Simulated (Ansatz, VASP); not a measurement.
**Ir: VASP beside Ansatz**

```
Ir
1.0
     0.00000    1.90609    1.90609
     1.90609    0.00000    1.90609
     1.90609    1.90609    0.00000
Ir
1
Direct
  0.00000 0.00000 0.00000
```

Alike in both runs: functional LDA; k mesh 14 × 14 × 14; occupations fermi-dirac, width 0.1 eV; no spin polarisation.

Ansatz relaxed the structure, and its values are those at the end. VASP's run is a single point on that final structure, the one shown.

```csv
,VASP,Ansatz
version,VASP 6.6.1,Ansatz 0.2.0
potentials or method,"VASP PAW LDA potentials, release 64 (Ir_sv_GW), cutoff 560 eV","plane waves (420 eV) with PAW, scalar-relativistic"
valence electrons in the cell,17,17
```

```csv
,VASP,Ansatz,Ansatz less VASP
pressure (GPa),-0.3,0.0,+0.36
```

Ansatz warns that its potentials were made for another functional, while VASP's fit it. LDA's correlation is that of Perdew and Zunger in VASP and of Perdew and Wang (1992) in Ansatz.

Spin-orbit coupling is off throughout.
